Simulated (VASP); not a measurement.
# SrCl2 (P-3m1) in VASP: further runs

Aim: see how the results for SrCl2 move with the level of theory and the settings. Levels: PBE, r2SCAN. Tasks: single point.

All numbers are computed with VASP 6.6.1; they aren't measurements. Logs are shortened: lines on timing, memory, paths and dates and some standing lists are left out, and cuts for length are marked.

**1. The cell of the first run**

Symmetry: P-3m1, No. 164, trigonal system. Conventional cell: a = 4.407 Å, b = 4.407 Å, c = 5.596 Å, α = 90.00°, β = 90.00°, γ = 120.00°. Within 3.8 Å of Sr (site symmetry -3m) lie 6 Cl at 2.90 Å. Cl (site symmetry 3m) has 3 Sr at 2.90 Å and 6 Cl at 3.77 to 3.79 Å within 3.8 Å.

**2. Single point, PBE**

INCAR reads:

```
SYSTEM = SrCl2
PREC = Accurate ; ENCUT = 520
EDIFF = 1E-6 ; ISMEAR = 0
SIGMA = 0.01 ; LREAL = .FALSE.
LASPH = .TRUE. ; NELM = 80
ALGO = Normal ; ISIF = 2
LWAVE = .FALSE. ; LCHARG = .TRUE.
GGA = PE ; LELF = .TRUE.
LVHAR = .TRUE. ; NBANDS = 19
```

KPOINTS reads:

```
regular mesh
0
G
  6 6 6
  0 0 0
```

POSCAR reads:

```
SrCl2
1.0
    4.4072489239      0.0000000000      0.0000000000
   -2.2036244619      3.8167895289      0.0000000000
    0.0000000000      0.0000000000      5.5960649219
Sr Cl
1 2
Direct
    0.0000000000      0.0000000000      0.0000000000
    0.3333333333      0.6666666667      0.2486950223
    0.6666666667      0.3333333333      0.7513049777
```

Potentials or basis: VASP PAW PBE potentials, release 64 (Sr_sv, Cl).

Launch:

```console
$ cat potpaw_PBE.64/Sr_sv/POTCAR potpaw_PBE.64/Cl/POTCAR > POTCAR
$ mpirun -np 1 vasp_std > vasp.out
```

OUTCAR:

```text
SYSTEM = SrCl2
   PREC = Accurate
   ENCUT = 520
   EDIFF = 1E-6
   ISMEAR = 0
   LREAL = .FALSE.
   LASPH = .TRUE.
   NELM = 80
   ISIF = 2
   GGA = PE

 ion  position               nearest neighbor table
   1  0.000  0.000  0.000-   2 2.90   3 2.90   2 2.90   3 2.90   3 2.90   2 2.90
   2  0.333  0.667  0.249-   1 2.90   1 2.90   1 2.90
   3  0.667  0.333  0.751-   1 2.90   1 2.90   1 2.90

  LATTYP: Found a hexagonal cell.
 ALAT       =     4.4072489239
 C/A-ratio  =     1.2697410604

  Lattice vectors:

 A1 = (   4.4072489239,   0.0000000000,   0.0000000000)
 A2 = (  -2.2036244619,   3.8167895289,   0.0000000000)
 A3 = (   0.0000000000,   0.0000000000,   5.5960649219)

Analysis of symmetry for initial positions (statically):
=====================================================================
 Subroutine PRICEL returns:
 Original cell was already a primitive cell.

 Routine SETGRP: Setting up the symmetry group for a
 hexagonal supercell.

 Subroutine GETGRP returns: Found 12 space group operations
 (whereof 12 operations were pure point group operations)
 out of a pool of 24 trial point group operations.

The static configuration has the point symmetry D_3d.

Analysis of symmetry for dynamics (positions and initial velocities):
=====================================================================
 Subroutine PRICEL returns:
 Original cell was already a primitive cell.

 Routine SETGRP: Setting up the symmetry group for a
 hexagonal supercell.

 Subroutine GETGRP returns: Found 12 space group operations
 (whereof 12 operations were pure point group operations)
 out of a pool of 24 trial point group operations.

The dynamic configuration has the point symmetry D_3d.

 Subroutine INISYM returns: Found 12 space group operations
 (whereof 12 operations are pure point group operations),
 and found     1 'primitive' translations

----------------------------------------------------------------------------------------

                                     Primitive cell

  volume of cell :      94.1344

  direct lattice vectors                    reciprocal lattice vectors
     4.407248924  0.000000000  0.000000000     0.226898915  0.131000150  0.000000000
    -2.203624462  3.816789529  0.000000000     0.000000000  0.262000300  0.000000000
     0.000000000  0.000000000  5.596064922     0.000000000  0.000000000  0.178696998

  length of vectors
     4.407248924  4.407248924  5.596064922     0.262000300  0.262000300  0.178696998

  position of ions in fractional coordinates (direct lattice)
     0.000000000  0.000000000  0.000000000
     0.333333333  0.666666667  0.248695022
     0.666666667  0.333333333  0.751304978

  ion indices of the primitive-cell ions
   primitive index   ion index
                 1           1
                 2           2
                 3           3

----------------------------------------------------------------------------------------

 KPOINTS: regular mesh

Automatic generation of k-mesh.
 Grid dimensions read from file:
 generate k-points for:    6    6    6

 Generating k-lattice:

  Cartesian coordinates                     Fractional coordinates (reciprocal lattice)
     0.037816486  0.021833358  0.000000000     0.166666667  0.000000000  0.000000000
     0.000000000  0.043666717  0.000000000     0.000000000  0.166666667  0.000000000
     0.000000000  0.000000000  0.029782833     0.000000000  0.000000000  0.166666667

  Length of vectors
     0.043666717  0.043666717  0.029782833

  Shift w.r.t. Gamma in fractional coordinates (k-lattice)
     0.000000000  0.000000000  0.000000000

 Subroutine IBZKPT returns following result:
 ===========================================

 Found     34 irreducible k-points:

 Following reciprocal coordinates:
            Coordinates               Weight
  0.000000  0.000000  0.000000      1.000000
  0.166667 -0.000000  0.000000      6.000000
  0.333333  0.000000  0.000000      6.000000
  0.500000  0.000000  0.000000      3.000000
  0.166667  0.166667  0.000000      6.000000
  0.333333  0.166667  0.000000     12.000000
[... 16 lines left out ...]
  0.500000  0.000000  0.333333      6.000000
  0.166667  0.166667  0.333333     12.000000
 [... further k-points ...]
   k-points           NKPTS =     34   k-points in BZ     NKDIM =     34   number of bands    NBANDS=     19
   number of dos      NEDOS =    301   number of ions     NIONS =      3
   total plane-waves  NPLWV =  54432
   dimension x,y,z NGX =    36 NGY =   36 NGZ =   42
   dimension x,y,z NGXF=    72 NGYF=   72 NGZF=   84
   ions per type =               1   2
   NGX,Y,Z   is equivalent  to a cutoff of  13.58, 13.58, 12.48 a.u.
   NGXF,Y,Z  is equivalent  to a cutoff of  27.16, 27.16, 24.95 a.u.
 SYSTEM =  SrCl2
   PREC   = accura    normal or accurate (medium, high low for compatibility)
   ISTART =      0    job   : 0-new  1-cont  2-samecut
   ICHARG =      2    charge: 1-file 2-atom 10-const
   ISPIN  =      1    spin polarized calculation?
   LNONCOLLINEAR =      F non collinear calculations
   LSORBIT =      F    spin-orbit coupling
   LASPH  =      T    aspherical Exc in radial PAW
   ENCUT  =  520.0 eV  38.22 Ry    6.18 a.u.   8.19  8.19 10.40*2*pi/ulx,y,z
   NELM   =     80;   NELMIN=  2; NELMDL= -5     # of ELM steps
   EDIFF  = 0.1E-05   stopping-criterion for ELM
   LREAL  =      F    real-space projection
   EDIFFG = 0.1E-04   stopping-criterion for IOM
   NSW    =      0    number of steps for IOM
   IBRION =     -1    ionic relax: 0-MD 1-quasi-New 2-CG
   NFREE  =      0    steps in history (QN), initial steepest desc. (CG)
   ISIF   =      2    stress and relaxation
   ISYM   =      2    0-nonsym 1-usesym 2-fastsym
   POTIM  = 0.5000    time-step for ionic-motion
   TEBEG  =    0.0;   TEEND  =   0.0 temperature during run
   PSTRESS=    0.0 pullay stress
   NELECT =      24.0000    total number of electrons
   NUPDOWN=      -1.0000    fix difference up-down
   EMIN   =  10.00;   EMAX   =-10.00  energy-range for DOS
   EFERMI =   0.00;   METHOD = LEGACY
   ISMEAR =     0;   SIGMA  =   0.01  broadening in eV -4-tet -1-fermi 0-gaus
   EFERMI_NEDOS =   21; number of points for ismear=-14 and -15
   IALGO  =     38    algorithm
   IMIX   =      4    mixing-type and parameters
     AMIX     =   0.40;   BMIX     =  1.00
     AMIX_MAG =   1.60;   BMIX_MAG =  1.00
  volume/ion in A,a.u.               =      31.38       211.75
  Fermi-wavevector in a.u.,A,eV,Ry     =   1.038076  1.961679 14.661657  1.077601
  Thomas-Fermi vector in A             =   2.172543
   LORBIT       =      0    0 simple, 1 ext, 2 COOP (PROOUT), +10 PAW based schemes
   GGA     = PE    functional components
   LHFCALC =     F    Hartree Fock is set to
   AEXX    =    0.0000 exact exchange contribution
   IVDW    =     0    specifies the selected vdW correction
   LEPSILON=     F    determine dielectric tensor
   LRPA    =     F    only Hartree local field effects (RPA)
 non-spin polarized calculation
 Gauss-broadening in eV      SIGMA  =   0.01
  energy-cutoff  :      520.00
  volume of cell :       94.13
 maximum number of plane-waves:      2570
 NGX is ok and might be reduce to    36
   NGX = 17   NGY = 17   NGZ = 21

 number of electron      24.0000002 magnetization

 Free energy of the ion-electron system (eV)
  ---------------------------------------------------
  ext. energy  EPLUGINS =         0.00000000
  ---------------------------------------------------
  free energy    TOTEN  =       -12.59939485 eV

  energy without entropy =      -12.59939485  energy(sigma->0) =      -12.59939485

 E-fermi :  -0.6246     XC(G=0):  -7.7966

 val. band max:       -0.7484503457   @ k =   0.0000   0.0000   0.0000
 cond. band min:       4.4103343678   @ k =   0.0000   0.0000   0.0000
 fundamental gap:      5.1587847135
 Fermi energy:        -0.6246498981

 k-point     1 :       0.0000    0.0000    0.0000
  band No.  band energies     occupation
      1     -33.4157      2.00000
      2     -15.6858      2.00000
      3     -15.3900      2.00000
      4     -15.3900      2.00000
      5     -13.6748      2.00000
      6     -12.9640      2.00000
[... 11 lines left out ...]
     18       7.5458      0.00000
     19       7.5458      0.00000

 k-point     2 :       0.1667   -0.0000    0.0000
  band No.  band energies     occupation
      1     -33.4135      2.00000
      2     -15.6480      2.00000
      3     -15.5233      2.00000
      4     -15.4005      2.00000
      5     -13.5020      2.00000
      6     -13.0439      2.00000
[... 11 lines left out ...]
     18       7.6285      0.00000
     19       8.4029      0.00000

 k-point     3 :       0.3333    0.0000    0.0000
  band No.  band energies     occupation
      1     -33.4090      2.00000
      2     -15.7597      2.00000
      3     -15.5398      2.00000
      4     -15.4215      2.00000
      5     -13.3307      2.00000
      6     -13.0858      2.00000
[... 11 lines left out ...]
     18       8.0830      0.00000
     19       9.1256      0.00000

 k-point     4 :       0.5000    0.0000    0.0000
  band No.  band energies     occupation
      1     -33.4067      2.00000
      2     -15.8521      2.00000
      3     -15.4894      2.00000
      4     -15.4319      2.00000
      5     -13.3898      2.00000
      6     -12.9807      2.00000
[... 407 lines left out ...]
     18       7.8728      0.00000
     19       8.4453      0.00000

 k-point    23 :       0.5000    0.0000    0.3333
  band No.  band energies     occupation
      1     -33.4067      2.00000
      2     -15.8458      2.00000
      3     -15.4929      2.00000
      4     -15.4315      2.00000
      5     -13.4310      2.00000
      6     -12.9426      2.00000
[... 11 lines left out ...]
     18       8.1632      0.00000
     19       8.7166      0.00000

 k-point    24 :       0.1667    0.1667    0.3333
  band No.  band energies     occupation
      1     -33.4100      2.00000
      2     -15.6658      2.00000
      3     -15.6007      2.00000
      4     -15.4322      2.00000
      5     -13.2654      2.00000
      6     -13.1699      2.00000
[... 11 lines left out ...]
     18       8.0276      0.00000
     19       8.8398      0.00000

 [... further k-points ...]

------------------------ aborting loop because EDIFF is reached ----------------------------------------

  FORCE on cell =-STRESS in cart. coord.  units (eV):
  Direction    XX          YY          ZZ          XY          YZ          ZX
  --------------------------------------------------------------------------------------
  -------------------------------------------------------------------------------------
  Total        0.7523378      0.7523378      0.7693224      0.0000000      0.0000000      0.0000000
  in kB       12.8048626     12.8048626     13.0939430      0.0000000      0.0000000      0.0000000
  external PRESSURE =      12.9012228 kB  Pullay stress =       0.0000000 kB

 VOLUME and BASIS-vectors are now :
 -----------------------------------------------------------------------------
  energy-cutoff  :      520.00
  volume of cell :       94.13
      direct lattice vectors                 reciprocal lattice vectors
     4.407248924  0.000000000  0.000000000     0.226898915  0.131000150  0.000000000
    -2.203624462  3.816789529  0.000000000     0.000000000  0.262000300  0.000000000
     0.000000000  0.000000000  5.596064922     0.000000000  0.000000000  0.178696998

 POSITION                                       TOTAL-FORCE (eV/Angst)
 -----------------------------------------------------------------------------------
      0.00000      0.00000      0.00000         0.000000      0.000000      0.000000
     -0.00000      2.54453      1.39171         0.000000      0.000000      0.024361
      2.20362      1.27226      4.20435        -0.000000      0.000000     -0.024361
 -----------------------------------------------------------------------------------
    total drift:                               -0.000000     -0.000000     -0.000000

  FREE ENERGIE OF THE ION-ELECTRON SYSTEM (eV)
  ---------------------------------------------------
  free  energy   TOTEN  =       -12.5993948464 eV

  energy  without entropy=      -12.5993948464  energy(sigma->0) =      -12.59939485
```

It took 43 s on 1 thread of Intel Xeon Platinum 8259CL at 2.50GHz (Skylake/Cascade Lake), shared host; peak memory 0.25 GiB.

What came out:

```
Free energy            : -12.5994 eV
Pressure               : 1.3 GPa
Largest force          : 0.024 eV/Å
Band gap on the k mesh : 5.16 eV, direct
```

Forces on the atoms (eV/Å):
```
Sr   0.000  0.000  0.000
Cl   0.000  0.000  0.024
Cl   0.000  0.000 -0.024
```

A k mesh can miss the band edges. Expect the measured gap to be larger: semilocal functionals such as PBE lack the derivative discontinuity.

**3. Single point, r2SCAN**

POSCAR is that of step 2.

INCAR.step1 reads:

```
SYSTEM = SrCl2
  PREC = Accurate
  ENCUT = 520
  ISMEAR = 0
  SIGMA = 0.01
  LREAL = .FALSE.
  LASPH = .TRUE.
  NELM = 60
  NBANDS = 19
  GGA = PE
  ALGO = Normal
  EDIFF = 1E-4
  LWAVE = .TRUE.
  LCHARG = .FALSE.
```

INCAR.step2 reads:

```
SYSTEM = SrCl2
  PREC = Accurate
  ENCUT = 520
  EDIFF = 1E-6
  ISMEAR = 0
  SIGMA = 0.01
  LREAL = .FALSE.
  LASPH = .TRUE.
  NELM = 60
  ALGO = Normal
  ISIF = 2
  LWAVE = .FALSE.
  LCHARG = .FALSE.
  METAGGA = R2SCAN
  LMIXTAU = .TRUE.
  NBANDS = 19
  ISTART = 1
```

KPOINTS reads:

```
Automatic mesh
0
G
  6 6 6
  0 0 0
```

Potentials or basis: VASP PAW PBE potentials, release 64 (Sr_sv, Cl).

Launch:

```console
$ cat potpaw_PBE.64/Sr_sv/POTCAR potpaw_PBE.64/Cl/POTCAR > POTCAR
$ cp INCAR.step1 INCAR
$ mpirun -np 1 vasp_std > vasp.out
$ cp INCAR.step2 INCAR
$ mpirun -np 1 vasp_std > vasp.out
```

It took 2.9 min on 1 thread of Intel Xeon Platinum 8259CL at 2.50GHz (Skylake/Cascade Lake), shared host; peak memory 0.26 GiB.

Results (log left out):

* Free energy: -35.4326 eV
* Pressure: 0.7 GPa
* Largest force: 0.014 eV/Å
* Band gap on the k mesh: 5.79 eV, direct

Forces on the atoms (eV/Å):
```
Sr   0.000  0.000  0.000
Cl   0.000  0.000  0.014
Cl   0.000  0.000 -0.014
```

Levels at points of the mesh, in eV from the valence-band top:
```tsv
k point	band 10	band 11	band 12	band 13	band 14	band 15
(0.00, 0.00, 0.00)	-0.47	-0.47	0.00	5.79	7.31	7.31
(0.50, 0.00, 0.00)	-0.98	-0.95	-0.80	5.98	7.56	8.71
(0.00, 0.00, 0.50)	-0.95	-0.65	-0.65	7.04	7.04	7.29
(0.50, 0.00, 0.50)	-0.78	-0.56	-0.30	6.72	8.21	8.32
```

Caveat: the PAW data sets were made with another functional, which shifts forces and pressure a little. A k mesh can miss the band edges.
